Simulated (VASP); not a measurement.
Set up this calculation in VASP 6.6.1, as the native input.

```yaml
Task: single point
Functional: PBE
Potentials_or_basis: VASP PAW PBE potentials, release 64 (Ge_d, Pd)
Cutoff: 520 eV
k_mesh: 8 × 8 × 8
Occupations: gaussian, width 0.1 eV
Spin: no spin polarisation
Dipole_correction: no
Further_INCAR_settings: ALGO = Normal; EDIFF = 1e-06; NBANDS = 49
```

The structure of Ge5Pd lies in POSCAR:

```
Ge5Pd
1.0
    0.0000000000      4.5932323554      4.5932323554
    4.5932323554      0.0000000000      4.5932323554
    4.5932323554      4.5932323554      0.0000000000
Ge Pd
5 1
Direct
    0.5000000000      0.5000000000      0.5000000000
    0.3488657197      0.9534028409      0.3488657197
    0.3488657197      0.3488657197      0.3488657197
    0.9534028409      0.3488657197      0.3488657197
    0.3488657197      0.3488657197      0.9534028409
    0.0000000000      0.0000000000      0.0000000000
```

The cell was built from a structure type or drawn by symmetry, and may not be a known phase.

The input as run:

INCAR

```
  PREC = Accurate
  ENCUT = 520
  EDIFF = 1E-6
  ISMEAR = 0
  SIGMA = 0.1
  LREAL = False
  LASPH = True
  NELM = 100
  ALGO = Normal
  ISIF = 2
  LWAVE = False
  LCHARG = False
  GGA = PE
  NBANDS = 49
```

KPOINTS

```
regular mesh
0
Gamma
  8 8 8
```

Potentials or basis: VASP PAW PBE potentials, release 64 (Ge_d, Pd).

Launch:

```sh
$ cat potpaw_PBE.64/Ge_d/POTCAR potpaw_PBE.64/Pd/POTCAR > POTCAR
$ mpirun -np 1 vasp_std > vasp.out
```

Results of the run:

The pressure is 0.0 GPa, the largest force is 0.011 eV/Å and the band gap on the k mesh is zero (bands 40 and 41 overlap by 0.17 eV).

Wall time 2.6 min on 1 thread of Intel(R) Xeon(R) 6975P-C (Granite Rapids), on a shared host, peak memory 0.44 GiB.
